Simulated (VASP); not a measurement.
# Ir (P6_3/mmc) in VASP: further runs

Ir is run at these levels: LDA; tasks: single point.

All numbers are computed with VASP 6.6.1; they aren't measurements. Logs are shortened: lines on timing, memory, paths and dates and some standing lists are left out, and cuts for length are marked.

## 1. The cell of the first run

Symmetry: P6_3/mmc, No. 194, hexagonal system. Conventional cell: a = 2.642 Å, b = 2.642 Å, c = 4.167 Å, α = 90.00°, β = 90.00°, γ = 120.00°. Within 3.4 Å of Ir (site symmetry -6m2) lie 12 Ir at 2.58 to 2.64 Å.

This isn't the form of Ir at room conditions, which is fcc.

## 2. Single point, LDA

INCAR reads:

```
SYSTEM = Ir
PREC     = Accurate       ! precision mode
ENCUT    = 560            ! plane-wave cutoff, eV
EDIFF    = 1E-6           ! SCF threshold, eV
ISMEAR   = 0              ! smearing method
SIGMA    = 0.15           ! smearing width, eV
LREAL    = .False.        ! projectors in reciprocal space
LASPH    = .True.         ! aspherical terms in the spheres
NELM     = 120            ! most SCF steps
ALGO     = Normal         ! electronic algorithm
ISIF     = 2              ! what is computed and relaxed
LWAVE    = .False.        ! write WAVECAR
LCHARG   = .False.        ! write CHGCAR
NBANDS   = 24             ! bands
GGA_COMPAT= .False.
```

KPOINTS reads:

```
regular mesh
0
Gamma
  18 18 10
  0 0 0
```

POSCAR reads:

```
Ir
1.0
    2.6421000000      0.0000000000      0.0000000000
   -1.3210500000      2.2881257193      0.0000000000
    0.0000000000      0.0000000000      4.1669000000
Ir
2
Direct
    0.6666666667      0.3333333333      0.7500000000
    0.3333333333      0.6666666667      0.2500000000
```

Potentials or basis: VASP PAW LDA potentials, release 64 (Ir_sv_GW).

Launch:

```sh
cat potpaw_LDA.64/Ir_sv_GW/POTCAR > POTCAR
mpirun -np 1 vasp_std > vasp.out
```

OUTCAR:

```text
SYSTEM = Ir
   PREC = Accurate
   ENCUT = 560
   EDIFF = 1E-6
   ISMEAR = 0
   LREAL = .False.
   LASPH = .True.
   NELM = 120
   ISIF = 2

 ion  position               nearest neighbor table
   1  0.667  0.333  0.750-   2 2.58   2 2.58   2 2.58   2 2.58   2 2.58   2 2.58
   2  0.333  0.667  0.250-   1 2.58   1 2.58   1 2.58   1 2.58   1 2.58   1 2.58

  LATTYP: Found a hexagonal cell.
 ALAT       =     2.6421000000
 C/A-ratio  =     1.5771166875

  Lattice vectors:

 A1 = (   2.6421000000,   0.0000000000,   0.0000000000)
 A2 = (  -1.3210500000,   2.2881257193,   0.0000000000)
 A3 = (   0.0000000000,   0.0000000000,   4.1669000000)

Analysis of symmetry for initial positions (statically):
=====================================================================
 Subroutine PRICEL returns:
 Original cell was already a primitive cell.

 Routine SETGRP: Setting up the symmetry group for a
 hexagonal supercell.

 Subroutine GETGRP returns: Found 24 space group operations
 (whereof 12 operations were pure point group operations)
 out of a pool of 24 trial point group operations.

The static configuration has the point symmetry D_3d.
 The point group associated with its full space group is D_6h.

Analysis of symmetry for dynamics (positions and initial velocities):
=====================================================================
 Subroutine PRICEL returns:
 Original cell was already a primitive cell.

 Routine SETGRP: Setting up the symmetry group for a
 hexagonal supercell.

 Subroutine GETGRP returns: Found 24 space group operations
 (whereof 12 operations were pure point group operations)
 out of a pool of 24 trial point group operations.

The dynamic configuration has the point symmetry D_3d.
 The point group associated with its full space group is D_6h.

 Subroutine INISYM returns: Found 24 space group operations
 (whereof 12 operations are pure point group operations),
 and found     1 'primitive' translations

----------------------------------------------------------------------------------------

                                     Primitive cell

  volume of cell :      25.1908

  direct lattice vectors                    reciprocal lattice vectors
     2.642100000  0.000000000  0.000000000     0.378486810  0.218519461  0.000000000
    -1.321050000  2.288125719  0.000000000     0.000000000  0.437038923  0.000000000
     0.000000000  0.000000000  4.166900000     0.000000000  0.000000000  0.239986561

  length of vectors
     2.642100000  2.642100000  4.166900000     0.437038923  0.437038923  0.239986561

  position of ions in fractional coordinates (direct lattice)
     0.666666667  0.333333333  0.750000000
     0.333333333  0.666666667  0.250000000

  ion indices of the primitive-cell ions
   primitive index   ion index
                 1           1
                 2           2

----------------------------------------------------------------------------------------

 KPOINTS: regular mesh

Automatic generation of k-mesh.
 Grid dimensions read from file:
 generate k-points for:   18   18   10

 Generating k-lattice:

  Cartesian coordinates                     Fractional coordinates (reciprocal lattice)
     0.021027045  0.012139970  0.000000000     0.055555556  0.000000000  0.000000000
     0.000000000  0.024279940  0.000000000     0.000000000  0.055555556  0.000000000
     0.000000000  0.000000000  0.023998656     0.000000000  0.000000000  0.100000000

  Length of vectors
     0.024279940  0.024279940  0.023998656

  Shift w.r.t. Gamma in fractional coordinates (k-lattice)
     0.000000000  0.000000000  0.000000000

 Subroutine IBZKPT returns following result:
 ===========================================

 Found    222 irreducible k-points:

 Following reciprocal coordinates:
            Coordinates               Weight
  0.000000  0.000000  0.000000      1.000000
  0.055556  0.000000  0.000000      6.000000
  0.111111  0.000000  0.000000      6.000000
  0.166667  0.000000  0.000000      6.000000
  0.222222  0.000000  0.000000      6.000000
  0.277778 -0.000000  0.000000      6.000000
[... 16 lines left out ...]
  0.333333  0.111111  0.000000     12.000000
  0.388889  0.111111  0.000000     12.000000
 [... further k-points ...]
   k-points           NKPTS =    222   k-points in BZ     NKDIM =    222   number of bands    NBANDS=     24
   number of dos      NEDOS =    301   number of ions     NIONS =      2
   total plane-waves  NPLWV =  12800
   dimension x,y,z NGX =    20 NGY =   20 NGZ =   32
   dimension x,y,z NGXF=    40 NGYF=   40 NGZF=   64
   ions per type =               2
   NGX,Y,Z   is equivalent  to a cutoff of  12.58, 12.58, 12.77 a.u.
   NGXF,Y,Z  is equivalent  to a cutoff of  25.17, 25.17, 25.53 a.u.
 SYSTEM =  Ir
   PREC   = accura    normal or accurate (medium, high low for compatibility)
   ISTART =      0    job   : 0-new  1-cont  2-samecut
   ICHARG =      2    charge: 1-file 2-atom 10-const
   ISPIN  =      1    spin polarized calculation?
   LNONCOLLINEAR =      F non collinear calculations
   LSORBIT =      F    spin-orbit coupling
   LASPH  =      T    aspherical Exc in radial PAW
   ENCUT  =  560.0 eV  41.16 Ry    6.42 a.u.   5.10  5.10  8.04*2*pi/ulx,y,z
   NELM   =    120;   NELMIN=  2; NELMDL= -5     # of ELM steps
   EDIFF  = 0.1E-05   stopping-criterion for ELM
   LREAL  =      F    real-space projection
   EDIFFG = 0.1E-04   stopping-criterion for IOM
   NSW    =      0    number of steps for IOM
   IBRION =     -1    ionic relax: 0-MD 1-quasi-New 2-CG
   NFREE  =      0    steps in history (QN), initial steepest desc. (CG)
   ISIF   =      2    stress and relaxation
   ISYM   =      2    0-nonsym 1-usesym 2-fastsym
   POTIM  = 0.5000    time-step for ionic-motion
   TEBEG  =    0.0;   TEEND  =   0.0 temperature during run
   PSTRESS=    0.0 pullay stress
   NELECT =      34.0000    total number of electrons
   NUPDOWN=      -1.0000    fix difference up-down
   EMIN   =  10.00;   EMAX   =-10.00  energy-range for DOS
   EFERMI =   0.00;   METHOD = LEGACY
   ISMEAR =     0;   SIGMA  =   0.15  broadening in eV -4-tet -1-fermi 0-gaus
   EFERMI_NEDOS =   21; number of points for ismear=-14 and -15
   IALGO  =     38    algorithm
   IMIX   =      4    mixing-type and parameters
     AMIX     =   0.40;   BMIX     =  1.00
     AMIX_MAG =   1.60;   BMIX_MAG =  1.00
  volume/ion in A,a.u.               =      12.60        85.00
  Fermi-wavevector in a.u.,A,eV,Ry     =   1.809202  3.418896 44.534753  3.273212
  Thomas-Fermi vector in A             =   2.868121
   LORBIT       =      0    0 simple, 1 ext, 2 COOP (PROOUT), +10 PAW based schemes
   GGA     = CA    functional components
   LHFCALC =     F    Hartree Fock is set to
   AEXX    =    0.0000 exact exchange contribution
   IVDW    =     0    specifies the selected vdW correction
   LEPSILON=     F    determine dielectric tensor
   LRPA    =     F    only Hartree local field effects (RPA)
 non-spin polarized calculation
 Gauss-broadening in eV      SIGMA  =   0.15
  energy-cutoff  :      560.00
  volume of cell :       25.19
 maximum number of plane-waves:       780
   NGX = 11   NGY = 11   NGZ = 17

 number of electron      34.0000000 magnetization

 Free energy of the ion-electron system (eV)
  ---------------------------------------------------
  ext. energy  EPLUGINS =         0.00000000
  ---------------------------------------------------
  free energy    TOTEN  =       -21.23702521 eV

  energy without entropy =      -21.21653856  energy(sigma->0) =      -21.22678188

 E-fermi :  15.2579     XC(G=0): -15.5346

 val. band max:       15.2556931055   @ k =   0.1667   0.1667   0.5000
 cond. band min:      15.2589077566   @ k =   0.2222   0.1667   0.4000
 fundamental gap:      0.0032146511
 Fermi energy:        15.2578837399

 k-point     1 :       0.0000    0.0000    0.0000
  band No.  band energies     occupation
      1     -77.8276      2.00000
      2     -77.6928      2.00000
      3     -35.6285      2.00000
      4     -34.5563      2.00000
      5     -34.5563      2.00000
      6     -34.3566      2.00000
[... 16 lines left out ...]
     23      31.0272      0.00000
     24      32.3571      0.00000

 k-point     2 :       0.0556    0.0000    0.0000
  band No.  band energies     occupation
      1     -77.8244      2.00000
      2     -77.6919      2.00000
      3     -35.6170      2.00000
      4     -34.5814      2.00000
      5     -34.5649      2.00000
      6     -34.3824      2.00000
[... 16 lines left out ...]
     23      31.1991      0.00000
     24      32.5769      0.00000

 k-point     3 :       0.1111    0.0000    0.0000
  band No.  band energies     occupation
      1     -77.8162      2.00000
      2     -77.6890      2.00000
      3     -35.5824      2.00000
      4     -34.6537      2.00000
      5     -34.5893      2.00000
      6     -34.4578      2.00000
[... 16 lines left out ...]
     23      31.6511      0.00000
     24      33.2166      0.00000

 k-point     4 :       0.1667    0.0000    0.0000
  band No.  band energies     occupation
      1     -77.8033      2.00000
      2     -77.6846      2.00000
      3     -35.5270      2.00000
      4     -34.7642      2.00000
      5     -34.6254      2.00000
      6     -34.5713      2.00000
[... 16 lines left out ...]
     23      31.9446      0.00000
     24      33.6495      0.00000

 k-point     5 :       0.2222    0.0000    0.0000
  band No.  band energies     occupation
      1     -77.7868      2.00000
      2     -77.6800      2.00000
      3     -35.4542      2.00000
      4     -34.9001      2.00000
      5     -34.7072      2.00000
      6     -34.6686      2.00000
[... 451 lines left out ...]
 k-point    22 :       0.2778    0.1111    0.0000
  band No.  band energies     occupation
      1     -77.7448      2.00000
      2     -77.6719      2.00000
      3     -35.2502      2.00000
      4     -35.1630      2.00000
      5     -35.0116      2.00000
      6     -34.7691      2.00000
[... 16 lines left out ...]
     23      27.9081      0.00000
     24      29.9062      0.00000

 k-point    23 :       0.3333    0.1111    0.0000
  band No.  band energies     occupation
      1     -77.7288      2.00000
      2     -77.6714      2.00000
      3     -35.2654      2.00000
      4     -35.1619      2.00000
      5     -35.0811      2.00000
      6     -34.8227      2.00000
[... 16 lines left out ...]
     23      26.4774      0.00000
     24      29.3614      0.00000

 k-point    24 :       0.3889    0.1111    0.0000
  band No.  band energies     occupation
      1     -77.7168      2.00000
      2     -77.6721      2.00000
      3     -35.3322      2.00000
      4     -35.1259      2.00000
      5     -35.0901      2.00000
      6     -34.8567      2.00000
[... 16 lines left out ...]
     23      27.2642      0.00000
     24      29.0292      0.00000

 [... further k-points ...]
[... 5 lines left out ...]
  --------------------------------------------------------------------------------------
  -------------------------------------------------------------------------------------
  Total        7.0457483      7.0457483     10.1009333      0.0000000      0.0000000      0.0000000
  in kB      448.1212035    448.1212035    642.4360054      0.0000000      0.0000000      0.0000000
  external PRESSURE =     512.8928041 kB  Pullay stress =       0.0000000 kB

 VOLUME and BASIS-vectors are now :
 -----------------------------------------------------------------------------
  energy-cutoff  :      560.00
  volume of cell :       25.19
      direct lattice vectors                 reciprocal lattice vectors
     2.642100000  0.000000000  0.000000000     0.378486810  0.218519461  0.000000000
    -1.321050000  2.288125719  0.000000000     0.000000000  0.437038923  0.000000000
     0.000000000  0.000000000  4.166900000     0.000000000  0.000000000  0.239986561

 POSITION                                       TOTAL-FORCE (eV/Angst)
 -----------------------------------------------------------------------------------
      1.32105      0.76271      3.12518         0.000000      0.000000      0.000000
     -0.00000      1.52542      1.04173        -0.000000      0.000000      0.000000
 -----------------------------------------------------------------------------------
    total drift:                               -0.000000      0.000000     -0.000000

  FREE ENERGIE OF THE ION-ELECTRON SYSTEM (eV)
  ---------------------------------------------------
  free  energy   TOTEN  =       -21.2370252066 eV

  energy  without entropy=      -21.2165385610  energy(sigma->0) =      -21.22678188
```

Run time: 50 s. Hardware: 1 thread of AMD EPYC 9R45 (Zen 5), shared host; peak memory 0.2 GiB.

What came out:

| Property | Result |
| --- | --- |
| Free energy | -21.2370 eV |
| Pressure | 51.3 GPa |
| Band gap on the k mesh | zero (bands 17 and 18 overlap by 4.12 eV) |

Stress tensor (GPa, compression positive):
```
44.81  0.00  0.00
 0.00 44.81  0.00
 0.00  0.00 64.24
```

Caveat: the stress differs along the axes, from 45 to 64 GPa; spin-orbit coupling is left out, which moves the levels of the heavy elements.

## 3. Single point, LDA

This run uses another cell than the first one, of 14.97 Å³/atom.

INCAR reads:

```
SYSTEM = Ir
PREC = Accurate
ENCUT = 560
EDIFF = 1E-6
ISMEAR = 0
SIGMA = 0.15
LREAL = .FALSE.
LASPH = .TRUE.
NELM = 120
ALGO = Normal
ISIF = 2
LWAVE = .FALSE.
LCHARG = .FALSE.
NBANDS = 24
GGA_COMPAT = .FALSE.
```

KPOINTS reads:

```
regular mesh
0
G
  18 18 10
  0 0 0
```

POSCAR reads:

```
Ir
1.0
    2.8315000000      0.0000000000      0.0000000000
   -1.4157500000      2.4521509308      0.0000000000
    0.0000000000      0.0000000000      4.3131000000
Ir
2
Direct
    0.6666666667      0.3333333333      0.7500000000
    0.3333333333      0.6666666667      0.2500000000
```

Potentials or basis: VASP PAW LDA potentials, release 64 (Ir_sv_GW).

Launch:

```sh
cat potpaw_LDA.64/Ir_sv_GW/POTCAR > POTCAR
mpirun -np 1 vasp_std > vasp.out
```

Run time: 58 s. Hardware: 1 thread of Intel Xeon 6975P-C (Granite Rapids), shared host; peak memory 0.26 GiB.

The run converged. Its results:

| Item | Value |
| --- | --- |
| Free energy | -21.4412 eV |
| Pressure | -23.3 GPa |
| Band gap on the k mesh | zero (bands 17 and 18 overlap by 2.93 eV) |

Stress tensor (GPa, compression positive):
```
-28.86   0.00   0.00
  0.00 -28.86   0.00
  0.00   0.00 -12.32
```

Levels at points of the mesh, in eV from the Fermi level:
| k point | band 13 | band 14 | band 15 | band 16 | band 17 | band 18 | band 19 | band 20 | band 21 | band 22 |
| --- | --- | --- | --- | --- | --- | --- | --- | --- | --- | --- |
| (0.00, 0.00, 0.00) | -3.10 | -2.89 | -2.89 | -2.74 | -2.74 | -0.04 | 0.19 | 0.19 | 7.36 | 13.52 |
| (0.50, 0.00, 0.00) | -3.45 | -3.01 | -2.43 | 0.21 | 0.74 | 1.11 | 2.52 | 3.77 | 8.10 | 10.27 |
| (0.00, 0.00, 0.50) | -3.92 | -3.92 | -3.87 | -3.87 | -0.44 | -0.44 | -0.44 | -0.44 | 13.16 | 13.16 |
| (0.50, 0.00, 0.50) | -2.27 | -2.27 | -0.93 | -0.93 | 0.54 | 0.54 | 1.85 | 1.85 | 6.98 | 6.98 |

Caveat: the stress differs along the axes, from -29 to -12 GPa; spin-orbit coupling is left out, which moves the levels of the heavy elements.

## 4. Single point, LDA

This run uses another cell than the first one, of 13.26 Å³/atom.

INCAR reads:

```
SYSTEM = Ir
PREC     = Accurate       ! precision mode
ENCUT    = 560            ! plane-wave cutoff, eV
EDIFF    = 1E-6           ! SCF threshold, eV
ISMEAR   = 0              ! smearing method
SIGMA    = 0.15           ! smearing width, eV
LREAL    = .FALSE.        ! projectors in reciprocal space
LASPH    = .TRUE.         ! aspherical terms in the spheres
NELM     = 120            ! most SCF steps
ALGO     = Normal         ! electronic algorithm
ISIF     = 2              ! what is computed and relaxed
LWAVE    = .FALSE.        ! write WAVECAR
LCHARG   = .TRUE.         ! write CHGCAR
LELF     = .TRUE.         ! ELF
LVHAR    = .TRUE.       
NBANDS   = 24             ! bands
GGA_COMPAT= .FALSE.
```

KPOINTS is that of step 3.

POSCAR reads:

```
Ir
1.0
    2.5790000000      0.0000000000      0.0000000000
   -1.2895000000      2.2334795163      0.0000000000
    0.0000000000      0.0000000000      4.6055000000
Ir
2
Direct
    0.6666666667      0.3333333333      0.7500000000
    0.3333333333      0.6666666667      0.2500000000
```

Launch:

```sh
cat potpaw_LDA.64/Ir_sv_GW/POTCAR > POTCAR
mpirun -np 1 vasp_std > vasp.out
```

Wall time 1.9 min (1 thread of Intel Xeon 6975P-C (Granite Rapids), shared host); peak memory 0.24 GiB.

The run converged. Its results:

```
Free energy            : -21.3182 eV
Pressure               : 25.6 GPa
Band gap on the k mesh : zero (bands 17 and 18 overlap by 4.10 eV)
```

Stress tensor (GPa, compression positive):
```
42.23  0.00  0.00
 0.00 42.23  0.00
 0.00  0.00 -7.69
```

Levels at points of the mesh, in eV from the Fermi level:
```tsv
k point	band 14	band 15	band 16	band 17	band 18	band 19	band 20	band 21
(0.00, 0.00, 0.00)	-3.61	-3.61	-1.72	-1.58	-1.58	0.56	0.56	6.48
(0.50, 0.00, 0.00)	-3.59	-3.15	0.82	1.71	1.98	3.58	5.21	9.04
(0.00, 0.00, 0.50)	-4.07	-4.07	-4.07	-0.23	-0.23	-0.23	-0.23	12.68
(0.50, 0.00, 0.50)	-1.79	-0.89	-0.89	1.86	1.86	2.26	2.26	8.97
```

Caveat: the stress differs along the axes, from -8 to 42 GPa; spin-orbit coupling is left out, which moves the levels of the heavy elements.

## 5. Single point, LDA

This run uses another cell than the first one, of 13.20 Å³/atom.

INCAR reads:

```
  PREC = Accurate
  ENCUT = 560
  EDIFF = 1E-6
  ISMEAR = 0
  SIGMA = 0.15
  LREAL = F
  LASPH = T
  NELM = 120
  ALGO = Normal
  ISIF = 2
  LWAVE = F
  LCHARG = F
  GGA = CA
  NBANDS = 24
  GGA_COMPAT = F
```

KPOINTS reads:

```
regular mesh
0
Gamma
  18 18 10
```

POSCAR reads:

```
Ir
1.0
    2.7052421931      0.0000000000      0.0000000000
   -1.3526210966      2.3428084626      0.0000000000
    0.0000000000      0.0000000000      4.1669000000
Ir
2
Direct
    0.6666666667      0.3333333333      0.7500000000
    0.3333333333      0.6666666667      0.2500000000
```

Launch:

```sh
cat potpaw_LDA.64/Ir_sv_GW/POTCAR > POTCAR
mpirun -np 1 vasp_std > vasp.out
```

Wall time 2.7 min (1 thread of AMD EPYC 7R43 (Zen 3), shared host); peak memory 0.21 GiB.

Results (log left out):

```yaml
Free_energy: -21.4775 eV
Pressure: 25.2 GPa
Band_gap_on_the_k_mesh: zero (bands 17 and 18 overlap by 3.68 eV)
```

Stress tensor (GPa, compression positive):
```
16.17  0.00  0.00
 0.00 16.17  0.00
 0.00  0.00 43.13
```

Levels at points of the mesh, in eV from the Fermi level:
```tsv
k point	band 13	band 14	band 15	band 16	band 17	band 18	band 19	band 20	band 21	band 22
(0.00, 0.00, 0.00)	-3.91	-3.55	-3.55	-3.22	-3.22	-0.40	0.21	0.21	8.41	13.24
(0.50, 0.00, 0.00)	-4.02	-3.69	-3.03	0.37	0.99	1.35	3.06	4.52	8.70	10.88
(0.00, 0.00, 0.50)	-4.72	-4.72	-4.70	-4.70	-0.54	-0.54	-0.54	-0.54	12.90	12.90
(0.50, 0.00, 0.50)	-2.72	-2.72	-1.20	-1.20	0.75	0.75	2.10	2.10	8.14	8.14
```

Caveat: the stress differs along the axes, from 16 to 43 GPa; spin-orbit coupling is left out, which moves the levels of the heavy elements.

## 6. Summary

```csv
cell,gap on the mesh (eV),pressure (GPa)
"a = 2.642, b = 2.642, c = 4.167 Å, angles 90.0, 90.0, 120.0°, 2 atoms",none,51.3
"a = 2.832, b = 2.831, c = 4.313 Å, angles 90.0, 90.0, 120.0°, 2 atoms",none,-23.3
"a = 2.579, b = 2.579, c = 4.606 Å, angles 90.0, 90.0, 120.0°, 2 atoms",none,25.6
"a = 2.705, b = 2.705, c = 4.167 Å, angles 90.0, 90.0, 120.0°, 2 atoms",none,25.2
```

Alike in all rows: task single point; level LDA; potentials or basis VASP PAW LDA potentials, release 64 (Ir_sv_GW); no spin polarisation; k mesh 18 × 18 × 10; cutoff (eV) 560; smearing gaussian 0.15 eV.

Caveats: spin-orbit coupling is left out, which moves the levels of the heavy elements; the stress differs along the axes, from 45 to 64 GPa (at least some runs); the stress differs along the axes, from -29 to -12 GPa (at least some runs); the stress differs along the axes, from -8 to 42 GPa (at least some runs); the stress differs along the axes, from 16 to 43 GPa (at least some runs).

Absolute energies hang on the potentials; compare differences alone.
